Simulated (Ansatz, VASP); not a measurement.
# GdO: VASP beside Ansatz

Contents of POSCAR:

```
GdO
1.0
    0.0000000000      2.7529546205      2.7529546205
    2.7529546205      0.0000000000      2.7529546205
    2.7529546205      2.7529546205      0.0000000000
Gd O
1 1
Direct
    0.0000000000      0.0000000000      0.0000000000
    0.2500000000      0.2500000000      0.2500000000
```

File INCAR.step1:

```
ALGO = Normal
EDIFF = 1E-4
ENCUT = 520
GGA = PE
ISMEAR = -1
ISPIN = 2
LASPH = T
LCHARG = F
LMAXMIX = 6
LREAL = F
LWAVE = T
MAGMOM = 7 1
NBANDS = 23
NELM = 150
PREC = Accurate
SIGMA = 0.03
```

INCAR.step2

```
ALGO = Normal
EDIFF = 1E-6
ENCUT = 520
ISIF = 2
ISMEAR = -1
ISPIN = 2
ISTART = 1
LASPH = T
LCHARG = F
LMAXMIX = 6
LMIXTAU = T
LORBIT = 11
LREAL = F
LWAVE = F
MAGMOM = 7 1
METAGGA = R2SCAN
NBANDS = 23
NELM = 150
PREC = Accurate
SIGMA = 0.03
```

Contents of KPOINTS:

```
k-points
0
Gamma
  12 12 12
```

Input for Ansatz:

```yaml
crystal:
  lattice:
    - [0.0, 2.7529546205, 2.7529546205]
    - [2.7529546205, 0.0, 2.7529546205]
    - [2.7529546205, 2.7529546205, 0.0]
  atoms:
    - { symbol: Gd, position: [0.0, 0.0, 0.0], spin: 7.0 }
    - { symbol: O, position: [0.25, 0.25, 0.25], spin: 1.0 }
magnetization:
  spin_polarized: true
kpoints:
  mp_grid: { grid: [12, 12, 12] }
scf:
  occupations: { method: fermi_dirac, width: 0.03 }
hamiltonian:
  xc: r2scan
  pseudopotentials: { kind: all_electron, datasets: crystal }
output:
  forces: true
  stress: true
  eigenvalues: false
basis:
  xc_grid: 2
```

Alike in both runs: task single point; functional r2SCAN; k mesh 12 × 12 × 12; occupations fermi-dirac, width 0.03 eV; collinear spin.

|  | VASP | Ansatz |
| --- | --- | --- |
| version | VASP 6.6.1 | Ansatz 0.2.0 |
| potentials or method | VASP PAW PBE potentials, release 64 (Gd, O), cutoff 520 eV | all-electron PAW with datasets made for the crystal, scalar-relativistic |

```tsv
	VASP	Ansatz	Ansatz less VASP
pressure (GPa)	-7.5	-7.5	-0.01
net moment per atom (μB)	3.97	3.97	0.000
size of the moment on the site where the two differ most (μB)	6.98	7.04	+0.062
```

VASP's potentials were made for PBE, not for r2SCAN. Site moments also hang on the region over which each program counts them. Ansatz ran all-electron here, and VASP with PAW potentials. Ansatz's warnings: stability check not made.

Spin-orbit coupling is off throughout.
